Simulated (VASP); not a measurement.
Input of a VASP 6.6.1 run:

The input INCAR:

```
SYSTEM = TiN
PREC     = Accurate       ! precision mode
ENCUT    = 520            ! plane-wave cutoff, eV
EDIFF    = 1E-7           ! SCF threshold, eV
ISMEAR   = 0              ! smearing method
SIGMA    = 0.15           ! smearing width, eV
LREAL    = .FALSE.        ! projectors in reciprocal space
LASPH    = .TRUE.         ! aspherical terms in the spheres
NELM     = 150            ! most SCF steps
ALGO     = Normal         ! electronic algorithm
ISIF     = 2              ! what is computed and relaxed
LWAVE    = .FALSE.        ! write WAVECAR
LCHARG   = .FALSE.        ! write CHGCAR
ISPIN    = 2              ! spin polarisation
MAGMOM   = 0.125 0        ! initial moments
LORBIT   = 11             ! projections on sites
NUPDOWN  = 0.125          ! fixed moment
LMAXMIX  = 4              ! l up to which the mixer works
GGA      = PS             ! functional
NBANDS   = 20             ! bands
```

File KPOINTS:

```
Automatic mesh
0
G
  20 20 20
  0 0 0
```

Contents of POSCAR:

```
TiN
1.0
    0.0000000000      2.1828557250      2.1828557250
    2.1828557250      0.0000000000      2.1828557250
    2.1828557250      2.1828557250      0.0000000000
Ti N
1 1
Direct
    0.0000000000      0.0000000000      0.0000000000
    0.5000000000      0.5000000000      0.5000000000
```

Potentials or basis: VASP PAW PBE potentials, release 64 (Ti_sv, N).

The run is started by

```console
$ cat potpaw_PBE.64/Ti_sv/POTCAR potpaw_PBE.64/N/POTCAR > POTCAR
$ mpirun -np 1 vasp_std > vasp.out
```

(1) Predict the pressure.

Results:

(1) -26.2 GPa.

Caveat: the cell stands under tension; the PAW data sets were made with another functional, which shifts forces and pressure a little; the total moment is fixed, so each spin has its own Fermi level and the state may be an excited one.
